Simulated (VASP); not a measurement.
# Mg6O5 (a cell with a defect) in VASP: a series of runs

The runs below take Mg6O5 (a cell with a defect) through single point, with PBEsol.

Program: VASP 6.6.1. These are calculated values, not measurements. Logs are shortened: lines on timing, memory, paths and dates and some standing lists are left out, and cuts for length are marked.

## Step 1: The cell of the first run

The cell holds a defect, 11 atoms: a = 5.591 Å, b = 5.591 Å, c = 5.591 Å, α = 90.00°, β = 90.00°, γ = 90.00°.

## Step 2: Single point, PBEsol

INCAR

```
ALGO = Normal ; EDIFF = 1E-6
ENCUT = 620 ; GGA = PS
GGA_COMPAT = F ; ISIF = 2
ISMEAR = 0 ; LASPH = T
LCHARG = F ; LREAL = F
LWAVE = F ; NBANDS = 56
NELM = 120 ; PREC = Accurate
SIGMA = 0.05
```

KPOINTS

```
k-points
0
Gamma
  4 4 4
```

POSCAR

```
Mg6O5
1.0
    5.5908553621      0.0000000000      0.0000000000
    0.0000000000      5.5908553621      0.0000000000
    0.0000000000      0.0000000000      5.5908553621
Mg O
6 5
Direct
    0.2500000000      0.0000000000      0.5000000000
    0.0000000000      0.5000000000      0.2500000000
    0.5000000000      0.7500000000      0.0000000000
    0.7500000000      0.0000000000      0.5000000000
    0.0000000000      0.5000000000      0.7500000000
    0.5000000000      0.2500000000      0.0000000000
    0.5000000000      0.0000000000      0.2500000000
    0.0000000000      0.7500000000      0.5000000000
    0.6875000000      0.4060966586      0.0000000000
    0.5000000000      0.0000000000      0.7500000000
    0.0000000000      0.2500000000      0.5000000000
```

Potentials or basis: VASP PAW PBE potentials, release 64 (Mg_sv, O).

The run is started by

```bash
cat potpaw_PBE.64/Mg_sv/POTCAR potpaw_PBE.64/O/POTCAR > POTCAR
mpirun -np 1 vasp_std > vasp.out
```

OUTCAR:

```text
EDIFF = 1E-6
   ENCUT = 620
   GGA = PS
   ISIF = 2
   ISMEAR = 0
   LASPH = T
   LREAL = F
   NELM = 120
   PREC = Accurate

 ion  position               nearest neighbor table
   1  0.250  0.000  0.500-   7 1.98   8 1.98  10 1.98  11 1.98
   2  0.000  0.500  0.250-   8 1.98  11 1.98
   3  0.500  0.750  0.000-   7 1.98  10 1.98
   4  0.750  0.000  0.500-   7 1.98   8 1.98  10 1.98  11 1.98
   5  0.000  0.500  0.750-   8 1.98  11 1.98
   6  0.500  0.250  0.000-   9 1.36   7 1.98  10 1.98
   7  0.500  0.000  0.250-   1 1.98   3 1.98   4 1.98   6 1.98
   8  0.000  0.750  0.500-   1 1.98   2 1.98   4 1.98   5 1.98
   9  0.688  0.406  0.000-   6 1.36
  10  0.500  0.000  0.750-   1 1.98   3 1.98   4 1.98   6 1.98
  11  0.000  0.250  0.500-   1 1.98   2 1.98   4 1.98   5 1.98

  LATTYP: Found a simple cubic cell.
 ALAT       =     5.5908553621

  Lattice vectors:

 A1 = (   5.5908553621,   0.0000000000,   0.0000000000)
 A2 = (   0.0000000000,   5.5908553621,   0.0000000000)
 A3 = (   0.0000000000,   0.0000000000,   5.5908553621)

Analysis of symmetry for initial positions (statically):
=====================================================================
 Subroutine PRICEL returns:
 Original cell was already a primitive cell.

 Routine SETGRP: Setting up the symmetry group for a
 simple cubic supercell.

 Subroutine GETGRP returns: Found  2 space group operations
 (whereof  2 operations were pure point group operations)
 out of a pool of 48 trial point group operations.

The static configuration has the point symmetry C_1h.

Analysis of symmetry for dynamics (positions and initial velocities):
=====================================================================
 Subroutine PRICEL returns:
 Original cell was already a primitive cell.

 Routine SETGRP: Setting up the symmetry group for a
 simple cubic supercell.

 Subroutine GETGRP returns: Found  2 space group operations
 (whereof  2 operations were pure point group operations)
 out of a pool of 48 trial point group operations.

The dynamic configuration has the point symmetry C_1h.

 Subroutine INISYM returns: Found  2 space group operations
 (whereof  2 operations are pure point group operations),
 and found     1 'primitive' translations

----------------------------------------------------------------------------------------

                                     Primitive cell

  volume of cell :     174.7571

  direct lattice vectors                    reciprocal lattice vectors
     5.590855362  0.000000000  0.000000000     0.178863508  0.000000000  0.000000000
     0.000000000  5.590855362  0.000000000     0.000000000  0.178863508  0.000000000
     0.000000000  0.000000000  5.590855362     0.000000000  0.000000000  0.178863508

  length of vectors
     5.590855362  5.590855362  5.590855362     0.178863508  0.178863508  0.178863508

  position of ions in fractional coordinates (direct lattice)
     0.250000000  0.000000000  0.500000000
     0.000000000  0.500000000  0.250000000
     0.500000000  0.750000000  0.000000000
     0.750000000  0.000000000  0.500000000
     0.000000000  0.500000000  0.750000000
     0.500000000  0.250000000  0.000000000
     0.500000000  0.000000000  0.250000000
     0.000000000  0.750000000  0.500000000
     0.687500000  0.406096659  0.000000000
     0.500000000  0.000000000  0.750000000
     0.000000000  0.250000000  0.500000000

  ion indices of the primitive-cell ions
   primitive index   ion index
                 1           1
                 2           2
                 3           3
                 4           4
                 5           5
                 6           6
                 7           7
                 8           8
                 9           9
                10          10
                11          11

----------------------------------------------------------------------------------------

 KPOINTS: k-points

Automatic generation of k-mesh.
 Grid dimensions read from file:
 generate k-points for:    4    4    4

 Generating k-lattice:

  Cartesian coordinates                     Fractional coordinates (reciprocal lattice)
     0.044715877  0.000000000  0.000000000     0.250000000  0.000000000  0.000000000
     0.000000000  0.044715877  0.000000000     0.000000000  0.250000000  0.000000000
     0.000000000  0.000000000  0.044715877     0.000000000  0.000000000  0.250000000

  Length of vectors
     0.044715877  0.044715877  0.044715877

  Shift w.r.t. Gamma in fractional coordinates (k-lattice)
     0.000000000  0.000000000  0.000000000

 Subroutine IBZKPT returns following result:
 ===========================================

 Found     30 irreducible k-points:

 Following reciprocal coordinates:
            Coordinates               Weight
  0.000000  0.000000  0.000000      1.000000
  0.250000  0.000000  0.000000      2.000000
  0.000000  0.250000  0.000000      2.000000
  0.000000  0.000000  0.250000      2.000000
  0.500000  0.000000  0.000000      1.000000
  0.000000  0.500000  0.000000      1.000000
[... 16 lines left out ...]
  0.500000  0.250000  0.250000      4.000000
  0.250000  0.500000  0.250000      4.000000
 [... further k-points ...]
   k-points           NKPTS =     30   k-points in BZ     NKDIM =     30   number of bands    NBANDS=     56
   number of dos      NEDOS =    301   number of ions     NIONS =     11
   total plane-waves  NPLWV = 110592
   dimension x,y,z NGX =    48 NGY =   48 NGZ =   48
   dimension x,y,z NGXF=    96 NGYF=   96 NGZF=   96
   ions per type =               6   5
   NGX,Y,Z   is equivalent  to a cutoff of  14.27, 14.27, 14.27 a.u.
   NGXF,Y,Z  is equivalent  to a cutoff of  28.55, 28.55, 28.55 a.u.
 SYSTEM =  unknown system
   PREC   = accura    normal or accurate (medium, high low for compatibility)
   ISTART =      0    job   : 0-new  1-cont  2-samecut
   ICHARG =      2    charge: 1-file 2-atom 10-const
   ISPIN  =      1    spin polarized calculation?
   LNONCOLLINEAR =      F non collinear calculations
   LSORBIT =      F    spin-orbit coupling
   LASPH  =      T    aspherical Exc in radial PAW
   ENCUT  =  620.0 eV  45.57 Ry    6.75 a.u.  11.35 11.35 11.35*2*pi/ulx,y,z
   NELM   =    120;   NELMIN=  2; NELMDL= -5     # of ELM steps
   EDIFF  = 0.1E-05   stopping-criterion for ELM
   LREAL  =      F    real-space projection
   EDIFFG = 0.1E-04   stopping-criterion for IOM
   NSW    =      0    number of steps for IOM
   IBRION =     -1    ionic relax: 0-MD 1-quasi-New 2-CG
   NFREE  =      0    steps in history (QN), initial steepest desc. (CG)
   ISIF   =      2    stress and relaxation
   ISYM   =      2    0-nonsym 1-usesym 2-fastsym
   POTIM  = 0.5000    time-step for ionic-motion
   TEBEG  =    0.0;   TEEND  =   0.0 temperature during run
   PSTRESS=    0.0 pullay stress
   NELECT =      90.0000    total number of electrons
   NUPDOWN=      -1.0000    fix difference up-down
   EMIN   =  10.00;   EMAX   =-10.00  energy-range for DOS
   EFERMI =   0.00;   METHOD = LEGACY
   ISMEAR =     0;   SIGMA  =   0.05  broadening in eV -4-tet -1-fermi 0-gaus
   EFERMI_NEDOS =   21; number of points for ismear=-14 and -15
   IALGO  =     38    algorithm
   IMIX   =      4    mixing-type and parameters
     AMIX     =   0.40;   BMIX     =  1.00
     AMIX_MAG =   1.60;   BMIX_MAG =  1.00
  volume/ion in A,a.u.               =      15.89       107.21
  Fermi-wavevector in a.u.,A,eV,Ry     =   1.312232  2.479760 23.428603  1.721954
  Thomas-Fermi vector in A             =   2.442639
   LORBIT       =      0    0 simple, 1 ext, 2 COOP (PROOUT), +10 PAW based schemes
   GGA     = PS    functional components
   LHFCALC =     F    Hartree Fock is set to
   AEXX    =    0.0000 exact exchange contribution
   IVDW    =     0    specifies the selected vdW correction
   LEPSILON=     F    determine dielectric tensor
   LRPA    =     F    only Hartree local field effects (RPA)
 non-spin polarized calculation
 Gauss-broadening in eV      SIGMA  =   0.05
  energy-cutoff  :      620.00
  volume of cell :      174.76
 maximum number of plane-waves:      6158
 NGX is ok and might be reduce to    48
   NGX = 23   NGY = 23   NGZ = 23

 number of electron      89.9999904 magnetization

 Free energy of the ion-electron system (eV)
  ---------------------------------------------------
  ext. energy  EPLUGINS =         0.00000000
  ---------------------------------------------------
  free energy    TOTEN  =       -55.54373488 eV

  energy without entropy =      -55.54373488  energy(sigma->0) =      -55.54373488

 E-fermi :   2.2015     XC(G=0):  -8.7738

 val. band max:        1.8514060471   @ k =   0.5000   0.5000   0.5000
 cond. band min:       2.7566484845   @ k =   0.0000   0.5000   0.0000
 fundamental gap:      0.9052424374
 Fermi energy:         2.2015074473

 k-point     1 :       0.0000    0.0000    0.0000
  band No.  band energies     occupation
      1     -72.9542      2.00000
      2     -72.8616      2.00000
      3     -72.8550      2.00000
      4     -72.0066      2.00000
      5     -71.9797      2.00000
      6     -71.3098      2.00000
[... 48 lines left out ...]
     55       8.4636      0.00000
     56       9.0802      0.00000

 k-point     2 :       0.2500    0.0000    0.0000
  band No.  band energies     occupation
      1     -72.9542      2.00000
      2     -72.8617      2.00000
      3     -72.8550      2.00000
      4     -72.0064      2.00000
      5     -71.9800      2.00000
      6     -71.3099      2.00000
[... 48 lines left out ...]
     55       8.6853      0.00000
     56       9.0609      0.00000
[... 1237 lines left out ...]
     55       9.0978      0.00000
     56       9.5076      0.00000

 k-point    24 :       0.2500    0.5000    0.2500
  band No.  band energies     occupation
      1     -72.9542      2.00000
      2     -72.8607      2.00000
      3     -72.8560      2.00000
      4     -72.0064      2.00000
      5     -71.9800      2.00000
      6     -71.3099      2.00000
[... 48 lines left out ...]
     55       9.5784      0.00000
     56       9.7725      0.00000

 [... further k-points ...]

------------------------ aborting loop because EDIFF is reached ----------------------------------------

  FORCE on cell =-STRESS in cart. coord.  units (eV):
  Direction    XX          YY          ZZ          XY          YZ          ZX
  --------------------------------------------------------------------------------------
  -------------------------------------------------------------------------------------
  Total       19.4926107     15.0637606     -0.3868207     19.9240187      0.0000000      0.0000000
  in kB      178.7087511    138.1049410     -3.5463824    182.6639112      0.0000000      0.0000000
  external PRESSURE =     104.4224365 kB  Pullay stress =       0.0000000 kB

 VOLUME and BASIS-vectors are now :
 -----------------------------------------------------------------------------
  energy-cutoff  :      620.00
  volume of cell :      174.76
      direct lattice vectors                 reciprocal lattice vectors
     5.590855362  0.000000000  0.000000000     0.178863508  0.000000000  0.000000000
     0.000000000  5.590855362  0.000000000     0.000000000  0.178863508  0.000000000
     0.000000000  0.000000000  5.590855362     0.000000000  0.000000000  0.178863508

 POSITION                                       TOTAL-FORCE (eV/Angst)
 -----------------------------------------------------------------------------------
      1.39771      0.00000      2.79543         0.090499      0.010487      0.000000
      0.00000      2.79543      1.39771        -0.488369     -0.460554     -0.042096
      2.79543      4.19314      0.00000        -0.166647     -0.247963      0.000000
      4.19314      0.00000      2.79543        -0.109445      0.255146      0.000000
      0.00000      2.79543      4.19314        -0.488369     -0.460554      0.042096
      2.79543      1.39771      0.00000       -21.921919    -18.988589      0.000000
      2.79543      0.00000      1.39771        -0.049241     -0.562824      0.053211
      0.00000      4.19314      2.79543        -0.307513     -0.199186      0.000000
      3.84371      2.27043      0.00000        23.433511     21.060541      0.000000
      2.79543      0.00000      4.19314        -0.049241     -0.562824     -0.053211
      0.00000      1.39771      2.79543         0.056733      0.156319      0.000000
 -----------------------------------------------------------------------------------
    total drift:                                0.000442      0.000388     -0.000000

  FREE ENERGIE OF THE ION-ELECTRON SYSTEM (eV)
  ---------------------------------------------------
  free  energy   TOTEN  =       -55.5437348769 eV

  energy  without entropy=      -55.5437348769  energy(sigma->0) =      -55.54373488
```

Wall time 4.7 min (1 thread of Intel Xeon Platinum 8559C (Emerald Rapids), shared host); peak memory 0.47 GiB.

Results:

```yaml
Free_energy: -55.5437 eV
Pressure: 10.4 GPa
Largest_force: 31.507 eV/Å
Band_gap_on_the_k_mesh: 0.91 eV
```

Forces in eV/Å, atoms in the order of the input:
```
Mg    0.090   0.010   0.000
Mg   -0.488  -0.461  -0.042
Mg   -0.167  -0.248   0.000
Mg   -0.109   0.255   0.000
Mg   -0.488  -0.461   0.042
Mg  -21.922 -18.989   0.000
O    -0.049  -0.563   0.053
O    -0.308  -0.199   0.000
O    23.434  21.061   0.000
O    -0.049  -0.563  -0.053
O     0.057   0.156   0.000
```

Stress tensor (GPa, compression positive):
```
17.87 18.27  0.00
18.27 13.81  0.00
 0.00  0.00 -0.35
```

Caveat: the cell differs from its parent crystal (atoms taken out, atom 9 moved -0.125 of the way to it and -0.525 Å across, host rigid); atoms lie so close that the PAW spheres overlap strongly, which falsifies energies and pressures; the PAW data sets were made with another functional, which shifts forces and pressure a little.

## Step 3: Single point, PBEsol

INCAR

```
ALGO     = Normal         # electronic algorithm
EDIFF    = 1E-6           # SCF threshold, eV
ENCUT    = 620            # plane-wave cutoff, eV
GGA      = PS             # functional
GGA_COMPAT= False        
ISIF     = 2              # what is computed and relaxed
ISMEAR   = 0              # smearing method
LASPH    = True           # aspherical terms in the spheres
LCHARG   = False          # write CHGCAR
LREAL    = False          # projectors in reciprocal space
LWAVE    = False          # write WAVECAR
NBANDS   = 56             # bands
NELM     = 120            # most SCF steps
PREC     = Accurate       # precision mode
SIGMA    = 0.05           # smearing width, eV
```

KPOINTS is that of step 2.

POSCAR, as its differences from that of step 2:

```diff
@@ -16,3 +16,3 @@
     0.0000000000      0.7500000000      0.5000000000
-    0.6875000000      0.4060966586      0.0000000000
+    0.9375000000      0.3747955447      0.0000000000
     0.5000000000      0.0000000000      0.7500000000
```

Potentials or basis: VASP PAW PBE potentials, release 64 (Mg_sv, O).

The run is started by

```bash
cat potpaw_PBE.64/Mg_sv/POTCAR potpaw_PBE.64/O/POTCAR > POTCAR
mpirun -np 1 vasp_std > vasp.out
```

It took 4.6 min on 1 thread of Intel Xeon Platinum 8488C (Sapphire Rapids), shared host; peak memory 0.47 GiB.

Results (log left out):

```
Free energy            : -57.5702 eV
Pressure               : 7.8 GPa
Largest force          : 7.955 eV/Å
Band gap on the k mesh : 0.54 eV
```

Forces on the atoms (eV/Å):
```
Mg  -0.185  0.251  0.000
Mg   1.923  2.362  7.349
Mg  -0.296  0.894  0.000
Mg   0.216  0.407  0.000
Mg   1.923  2.362 -7.349
Mg   0.790 -0.479  0.000
O    0.026 -0.093 -0.163
O   -0.159 -0.067  0.000
O   -4.465 -5.628  0.000
O    0.026 -0.093  0.163
O    0.202  0.085  0.000
```

Stress tensor (GPa, compression positive):
```
-1.14  2.03  0.00
 2.03  4.75  0.00
 0.00  0.00 19.83
```

Levels at points of the mesh, in eV from the valence-band top:
```
           k point  band 43  band 44  band 45  band 46  band 47  band 48
(0.00, 0.00, 0.00)    -2.30    -2.30    -2.14     1.91     2.72     2.94
(0.50, 0.00, 0.00)    -2.30    -2.29    -0.58     0.58     2.30     3.95
(0.00, 0.50, 0.00)    -2.57    -2.26    -0.93     1.33     2.89     3.32
(0.00, 0.00, 0.50)    -2.72    -2.30    -1.24     0.53     2.59     2.97
(0.50, 0.50, 0.00)    -2.57    -2.25    -0.17     0.84     2.56     3.07
(0.00, 0.50, 0.50)    -2.85    -2.79    -0.63     1.50     2.29     2.86
(0.50, 0.00, 0.50)    -2.65    -2.30    -0.41     1.33     1.40     3.17
(0.50, 0.50, 0.50)    -3.09    -2.80     0.00     1.61     1.99     2.87
```

Caveat: the cell differs from its parent crystal (atoms taken out, atom 9 moved 0.375 of the way to it and -0.700 Å across, host rigid); the PAW data sets were made with another functional, which shifts forces and pressure a little.
